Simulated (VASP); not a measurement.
# SnSe (Fm-3m) in VASP: a series of runs

SnSe is run at these levels: revPBE+D3(BJ), RPBE+D4; tasks: relaxation of cell and atoms, single point.

Everything below comes from runs of VASP 6.6.1. Logs are shortened: lines on timing, memory, paths and dates and some standing lists are left out, and cuts for length are marked.

### 1 The cell of the first run

Symmetry: Fm-3m, No. 225, cubic system. The conventional cell has a = 6.020 Å, b = 6.020 Å, c = 6.020 Å, α = 90.00°, β = 90.00°, γ = 90.00°. Sn (site symmetry m-3m) has 6 Se at 3.01 Å within 4.0 Å. Se (site symmetry m-3m) has 6 Sn at 3.01 Å within 4.0 Å.

### 2 Relaxation of cell and atoms, revPBE+D3(BJ)

INCAR

```
ALGO = Normal ; EDIFF = 1E-6
EDIFFG = -0.02 ; ENCUT = 600
GGA = RE ; IBRION = 2
ISIF = 3 ; ISMEAR = -1
IVDW = 12 ; LASPH = True
LCHARG = False ; LREAL = False
LWAVE = False ; NELM = 80
NSW = 80 ; PREC = Accurate
SIGMA = 0.05
```

KPOINTS

```
k-points
0
Gamma
  8 8 8
```

POSCAR

```
SnSe
1.0
    0.0000000000      3.0100000000      3.0100000000
    3.0100000000      0.0000000000      3.0100000000
    3.0100000000      3.0100000000      0.0000000000
Sn Se
1 1
Direct
    0.0000000000      0.0000000000      0.0000000000
    0.5000000000      0.5000000000      0.5000000000
```

Potentials or basis: VASP PAW PBE potentials, release 64 (Sn_d, Se).

Command:

```bash
cat potpaw_PBE.64/Sn_d/POTCAR potpaw_PBE.64/Se/POTCAR > POTCAR
mpirun -np 1 vasp_std > vasp.out
```

OUTCAR:

```text
EDIFF = 1E-6
   EDIFFG = -0.02
   ENCUT = 600
   GGA = RE
   IBRION = 2
   ISIF = 3
   ISMEAR = -1
   IVDW = 12
   LASPH = True
   LREAL = False
   NELM = 80
   NSW = 80
   PREC = Accurate
 IVDW          = 12

 ion  position               nearest neighbor table
   1  0.000  0.000  0.000-   2 3.01   2 3.01   2 3.01   2 3.01   2 3.01   2 3.01
   2  0.500  0.500  0.500-   1 3.01   1 3.01   1 3.01   1 3.01   1 3.01   1 3.01

  LATTYP: Found a face centered cubic cell.
 ALAT       =     6.0200000000

  Lattice vectors:

 A1 = (   0.0000000000,   3.0100000000,   3.0100000000)
 A2 = (   3.0100000000,   0.0000000000,   3.0100000000)
 A3 = (   3.0100000000,   3.0100000000,   0.0000000000)

Analysis of symmetry for initial positions (statically):
=====================================================================
 Subroutine PRICEL returns:
 Original cell was already a primitive cell.

 Routine SETGRP: Setting up the symmetry group for a
 face centered cubic supercell.

 Subroutine GETGRP returns: Found 48 space group operations
 (whereof 48 operations were pure point group operations)
 out of a pool of 48 trial point group operations.

The static configuration has the point symmetry O_h .

Analysis of symmetry for dynamics (positions and initial velocities):
=====================================================================
 Subroutine PRICEL returns:
 Original cell was already a primitive cell.

 Routine SETGRP: Setting up the symmetry group for a
 face centered cubic supercell.

 Subroutine GETGRP returns: Found 48 space group operations
 (whereof 48 operations were pure point group operations)
 out of a pool of 48 trial point group operations.

The dynamic configuration has the point symmetry O_h .

 Subroutine INISYM returns: Found 48 space group operations
 (whereof 48 operations are pure point group operations),
 and found     1 'primitive' translations

----------------------------------------------------------------------------------------

                                     Primitive cell

  volume of cell :      54.5418

  direct lattice vectors                    reciprocal lattice vectors
     0.000000000  3.010000000  3.010000000    -0.166112957  0.166112957  0.166112957
     3.010000000  0.000000000  3.010000000     0.166112957 -0.166112957  0.166112957
     3.010000000  3.010000000  0.000000000     0.166112957  0.166112957 -0.166112957

  length of vectors
     4.256782823  4.256782823  4.256782823     0.287716081  0.287716081  0.287716081

  position of ions in fractional coordinates (direct lattice)
     0.000000000  0.000000000  0.000000000
     0.500000000  0.500000000  0.500000000

  ion indices of the primitive-cell ions
   primitive index   ion index
                 1           1
                 2           2

[... 74 lines left out ...]
   NSW    =     80    number of steps for IOM
   IBRION =      2    ionic relax: 0-MD 1-quasi-New 2-CG
   NFREE  =      1    steps in history (QN), initial steepest desc. (CG)
   ISIF   =      3    stress and relaxation
   ISYM   =      2    0-nonsym 1-usesym 2-fastsym
   POTIM  = 0.5000    time-step for ionic-motion
   TEBEG  =    0.0;   TEEND  =   0.0 temperature during run
   PSTRESS=    0.0 pullay stress
   NELECT =      20.0000    total number of electrons
   NUPDOWN=      -1.0000    fix difference up-down
   EMIN   =  10.00;   EMAX   =-10.00  energy-range for DOS
   EFERMI =   0.00;   METHOD = LEGACY
   ISMEAR =    -1;   SIGMA  =   0.05  broadening in eV -4-tet -1-fermi 0-gaus
   EFERMI_NEDOS =   21; number of points for ismear=-14 and -15
   IALGO  =     38    algorithm
   IMIX   =      4    mixing-type and parameters
     AMIX     =   0.40;   BMIX     =  1.00
     AMIX_MAG =   1.60;   BMIX_MAG =  1.00
  volume/ion in A,a.u.               =      27.27       184.03
  Fermi-wavevector in a.u.,A,eV,Ry     =   1.171768  2.214321 18.681350  1.373040
  Thomas-Fermi vector in A             =   2.308207
   LORBIT       =      0    0 simple, 1 ext, 2 COOP (PROOUT), +10 PAW based schemes
   GGA     = RE    functional components
   LHFCALC =     F    Hartree Fock is set to
   AEXX    =    0.0000 exact exchange contribution
   IVDW    =    12    specifies the selected vdW correction
   LEPSILON=     F    determine dielectric tensor
   LRPA    =     F    only Hartree local field effects (RPA)
 conjugate gradient relaxation of ions
 non-spin polarized calculation
  energy-cutoff  :      600.00
  volume of cell :       54.54
 maximum number of plane-waves:      1841
 NGX is ok and might be reduce to    36
   NGX = 17   NGY = 17   NGZ = 17

--------------------------------------- Ionic step        1  -------------------------------------------

 number of electron      19.9999999 magnetization

 Free energy of the ion-electron system (eV)
  ---------------------------------------------------
  ext. energy  EPLUGINS =         0.00000000
  ---------------------------------------------------
  free energy    TOTEN  =        -7.60435486 eV

  energy without entropy =       -7.60429773  energy(sigma->0) =       -7.60432629

------------------------ aborting loop because EDIFF is reached ----------------------------------------

 Edisp (eV)   -1.33972

 E8    (eV) :    -0.9506
[... 71 lines left out ...]
--------------------------------------- Ionic step        3  -------------------------------------------

 number of electron      19.9999998 magnetization

 Free energy of the ion-electron system (eV)
  ---------------------------------------------------
  ext. energy  EPLUGINS =         0.00000000
  ---------------------------------------------------
  free energy    TOTEN  =        -7.56276778 eV

  energy without entropy =       -7.56273568  energy(sigma->0) =       -7.56275173

 E-fermi :   6.4376     XC(G=0):  -9.6917

 val. band max:        6.1218805727   @ k =   0.5000   0.0000   0.0000
 cond. band min:       6.8345620432   @ k =  -0.3750   0.1250   0.0000
 fundamental gap:      0.7126814706
 Fermi energy:         6.4376164739

 k-point     1 :       0.0000    0.0000    0.0000
  band No.  band energies     occupation
      1     -15.5448      2.00000
      2     -15.5448      2.00000
      3     -15.5448      2.00000
      4     -15.5421      2.00000
      5     -15.5421      2.00000
      6      -8.0160      2.00000
      7       1.2207      2.00000
      8       3.7948      2.00000
      9       3.7948      2.00000
     10       3.7948      2.00000
     11      10.6039      0.00000
     12      10.6039      0.00000
     13      10.6039      0.00000
     14      11.9315      0.00000
[... 377 lines left out ...]
      1     -15.5586      2.00000
      2     -15.5466      2.00000
      3     -15.5389      2.00000
      4     -15.5345      2.00000
      5     -15.5284      2.00000
      6      -6.8344      2.00000
      7      -1.6734      2.00000
      8       2.1999      2.00000
      9       2.7747      2.00000
     10       5.3395      2.00000
     11       7.1684      0.00000
     12       9.3175      0.00000
     13      10.2749      0.00000
     14      13.3729      0.00000

 [... further k-points ...]

------------------------ aborting loop because EDIFF is reached ----------------------------------------

 Edisp (eV)   -1.39432

 E8    (eV) :    -0.9892
[... 25 lines left out ...]
  FREE ENERGIE OF THE ION-ELECTRON SYSTEM (eV)
  ---------------------------------------------------
  free  energy   TOTEN  =        -8.9570906570 eV

  energy  without entropy=       -8.9570585648  energy(sigma->0) =       -8.95707461

 reached required accuracy - stopping structural energy minimisation
```

Wall time 1.7 min (1 thread of Intel Xeon 8259CL, shared host); peak memory 0.24 GiB.

What came out:

```yaml
Free_energy: -8.9571 eV
Relaxed_volume: 26.24 Å³/atom
Relaxed_cell: a = 4.202 Å, b = 4.202 Å, c = 4.202 Å, α = 60.00°, β = 60.00°, γ = 60.00°
Space_group_after_relaxing_to_0.05_Å: Fm-3m (No. 225)
Energy_gained_by_relaxing: 6.5 meV/atom
Ionic_steps: 3
Pressure_after_relaxing: 0.0 GPa
Band_gap_on_the_k_mesh: 0.71 eV, indirect (least direct gap 0.73 eV)
Dispersion_energy_per_atom: -0.697 eV
```

Step by step:
```csv
step,energy change (eV),largest force (eV/Å),pressure (GPa),volume (Å³)
1,0.0000,0.0000,-1.97,54.54
2,-0.0121,0.0000,0.57,51.94
3,-0.0130,0.0000,0.01,52.48
```

Final structure:
```
Sn Se
1.0
     0.00000    2.97152    2.97152
     2.97152    0.00000    2.97152
     2.97152    2.97152    0.00000
Sn Se
1 1
Direct
  0.00000 0.00000 0.00000
  0.50000 0.50000 0.50000
```

Caveat: the PAW data sets were made with another functional, which shifts forces and pressure a little; spin-orbit coupling is left out, which moves the levels of the heavy elements. A k mesh can miss the band edges.

### 3 Single point, RPBE+D4

This run uses another cell than the first one, of 26.28 Å³/atom, 0.964 times its volume.

INCAR

```
SYSTEM = SnSe
PREC = Accurate
ENCUT = 520
EDIFF = 1E-7
ISMEAR = -1
SIGMA = 0.05
LREAL = .FALSE.
LASPH = .TRUE.
NELM = 60
ALGO = Normal
ISIF = 2
LWAVE = .FALSE.
LCHARG = .FALSE.
GGA = RP
IVDW = 13
NBANDS = 17
```

KPOINTS

```
regular mesh
0
G
  8 8 8
  0 0 0
```

POSCAR

```
SnSe
1.0
    0.0000000000      2.9731503899      2.9731503899
    2.9731503899      0.0000000000      2.9731503899
    2.9731503899      2.9731503899      0.0000000000
Sn Se
1 1
Direct
    0.0000000000      0.0000000000      0.0000000000
    0.5000000000      0.5000000000      0.5000000000
```

Potentials or basis: VASP PAW PBE potentials, release 64 (Sn_d, Se).

Command:

```bash
cat potpaw_PBE.64/Sn_d/POTCAR potpaw_PBE.64/Se/POTCAR > POTCAR
mpirun -np 1 vasp_std > vasp.out
```

It used 17 s of CPU time on 1 thread of Intel Xeon 6975P-C, on a shared host.

The run converged. Its results:

* Free energy: -8.9822 eV
* Pressure: 0.0 GPa
* Band gap on the k mesh: 0.71 eV, indirect (least direct gap 0.71 eV)
* Dispersion energy per atom: -0.758 eV

Levels at points of the mesh, in eV from the valence-band top:
```
           k point  band 8  band 9  band 10  band 11  band 12  band 13
(0.00, 0.00, 0.00)   -2.35   -2.35    -2.35     4.47     4.47     4.47
(0.50, 0.00, 0.00)   -2.10   -2.10     0.00     0.71     1.22     1.22
(0.50, 0.50, 0.00)   -5.75   -3.85    -3.85     2.91     5.57     5.57
```

Caveat: the PAW data sets were made with another functional, which shifts forces and pressure a little; spin-orbit coupling is left out, which moves the levels of the heavy elements. A k mesh can miss the band edges.

### 4 Single point, revPBE+D3(BJ)

This run uses another cell than the first one, of 26.22 Å³/atom, 0.962 times its volume.

INCAR

```
SYSTEM = SnSe
PREC = Accurate
ENCUT = 520
EDIFF = 1E-6
ISMEAR = -1
SIGMA = 0.05
LREAL = .False.
LASPH = .True.
NELM = 60
ALGO = Normal
ISIF = 2
LWAVE = .False.
LCHARG = .False.
GGA = RE
IVDW = 12
NBANDS = 17
```

KPOINTS

```
Automatic mesh
0
Gamma
  8 8 8
  0 0 0
```

POSCAR

```
SnSe
1.0
    0.0000000000      2.9710081047      2.9710081047
    2.9710081047      0.0000000000      2.9710081047
    2.9710081047      2.9710081047      0.0000000000
Sn Se
1 1
Direct
    0.0000000000      0.0000000000      0.0000000000
    0.5000000000      0.5000000000      0.5000000000
```

Command:

```bash
cat potpaw_PBE.64/Sn_d/POTCAR potpaw_PBE.64/Se/POTCAR > POTCAR
mpirun -np 1 vasp_std > vasp.out
```

Run time: 22 s. Hardware: 1 thread of Intel Xeon 6975P-C, shared host; peak memory 0.2 GiB.

Results (log left out):

```
Free energy                : -8.9570 eV
Pressure                   : 0.0 GPa
Band gap on the k mesh     : 0.71 eV, indirect (least direct gap 0.73 eV)
Dispersion energy per atom : -0.698 eV
```

Levels at points of the mesh, in eV from the valence-band top:
```tsv
k point	band 6	band 7	band 8	band 9	band 10	band 11	band 12	band 13	band 14	band 15
(0.00, 0.00, 0.00)	-14.14	-4.90	-2.33	-2.33	-2.33	4.48	4.48	4.48	5.81	5.81
(0.50, 0.00, 0.00)	-13.12	-8.25	-2.08	-2.08	0.00	0.74	1.23	1.23	8.40	10.23
(0.50, 0.50, 0.00)	-12.81	-5.99	-5.75	-3.84	-3.84	2.91	5.59	5.59	6.25	10.52
```

Caveat: the PAW data sets were made with another functional, which shifts forces and pressure a little; spin-orbit coupling is left out, which moves the levels of the heavy elements. A k mesh can miss the band edges.

### 5 The runs side by side

| task | level | cell | cutoff (eV) | gap on the mesh (eV) | pressure (GPa) |
| --- | --- | --- | --- | --- | --- |
| relaxation of cell and atoms | revPBE+D3(BJ) | relaxed from a = 4.257 Å, angles 60.0°, 2 atoms | 600 | 0.71 | 0.0 |
| single point | RPBE+D4 | a = 4.205 Å, angles 60.0°, 2 atoms | 520 | 0.71 | 0.0 |
| single point | revPBE+D3(BJ) | a = 4.202 Å, angles 60.0°, 2 atoms | 520 | 0.71 | 0.0 |

Alike in all rows: potentials or basis VASP PAW PBE potentials, release 64 (Sn_d, Se); no spin polarisation; k mesh 8 × 8 × 8; smearing fermi-dirac 0.05 eV.

Caveats: the PAW data sets were made with another functional, which shifts forces and pressure a little; spin-orbit coupling is left out, which moves the levels of the heavy elements.

Total energies depend on the potentials used, so only differences within one code and one set of settings carry meaning.
